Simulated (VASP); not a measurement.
Runs of VASP 6.6.1 on SrO. The structure is that of space group P6_3/mmc (No. 194), or close to it. The cells are those of the table. 

```csv
task,level,cell,cutoff (eV),gap on the mesh (eV),pressure (GPa),relaxed volume (Å³/atom),largest force (eV/Å)
single point,r2SCAN+rVV10,"a = 4.256, b = 4.256, c = 5.128 Å, angles 90.0, 90.0, 120.0°, 4 atoms",520,2.94,0.5,-,0.01
single point,r2SCAN,"a = 4.270, b = 4.270, c = 5.145 Å, angles 90.0, 90.0, 120.0°, 4 atoms",520,(b),0.5,-,0.01
relaxation of cell and atoms,r2SCAN+D4,"relaxed from a = 4.275, b = 4.275, c = 5.156 Å, angles 90.0, 90.0, 120.0°, 4 atoms",600,3.03,0.0,20.28,-
relaxation of cell and atoms,r2SCAN,"relaxed from a = 4.275, b = 4.275, c = 5.156 Å, angles 90.0, 90.0, 120.0°, 4 atoms",600,3.00,0.0,20.42,0.01
relaxation of cell and atoms,r2SCAN+rVV10,"relaxed from a = 4.275, b = 4.275, c = 5.156 Å, angles 90.0, 90.0, 120.0°, 4 atoms",600,(a),0.0,20.22,-
```

Alike in all rows: potentials or basis VASP PAW PBE potentials, release 64 (Sr_sv, O); no spin polarisation; k mesh 6 × 6 × 4; smearing gaussian 0.01 eV.

Estimate the missing entries.

(a) 2.93; (b) 3.02.

Caveats: the PAW data sets were made with another functional, which shifts forces and pressure a little.

A k mesh can miss the band edges, and the runs leave out spin-orbit coupling on Sr.
